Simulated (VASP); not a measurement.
A run of VASP 6.6.1 is set up as follows.

The input INCAR:

```
PREC = Accurate ; ENCUT = 520
EDIFF = 1E-7 ; ISMEAR = 0
SIGMA = 0.05 ; LREAL = F
LASPH = T ; NELM = 60
ALGO = Normal ; ISIF = 2
LWAVE = F ; LCHARG = T
GGA = PS ; LELF = T
LVHAR = T ; NBANDS = 51
```

File KPOINTS:

```
Automatic mesh
0
Gamma
  8 8 8
```

Contents of POSCAR:

```
SrTiO3
1.0
   -2.7435446834      2.7915567154      3.9043133139
    2.7435446834     -2.7915567154      3.9043133139
    2.7435446834      2.7915567154     -3.9043133139
Sr Ti O
2 2 6
Direct
    0.7500000000      0.2500000000      0.5000000000
    0.2500000000      0.7500000000      0.5000000000
    0.0000000000      0.0000000000      0.0000000000
    0.5000000000      0.5000000000      0.0000000000
    0.2500000000      0.2500000000      0.0000000000
    0.7500000000      0.7500000000      0.0000000000
    0.7253545255      0.2253545255      0.9507090510
    0.2253545255      0.2746454745      0.5000000000
    0.2746454745      0.7746454745      0.0492909490
    0.7746454745      0.7253545255      0.5000000000
```

Potentials or basis: VASP PAW PBE potentials, release 64 (Sr_sv, Ti_sv, O).

The run is started by

```sh
$ cat potpaw_PBE.64/Sr_sv/POTCAR potpaw_PBE.64/Ti_sv/POTCAR potpaw_PBE.64/O/POTCAR > POTCAR
$ mpirun -np 1 vasp_std > vasp.out
```

(1) Estimate the band gap on the k mesh.

(2) Predict the pressure.

Results:

(1) 1.88 eV.

(2) -2.4 GPa.

Caveat: the cell differs from its parent crystal (strain +0.0175 x Voigt [0, 1, 0, 0, 0, 0]); the PAW data sets were made with another functional, which shifts forces and pressure a little.
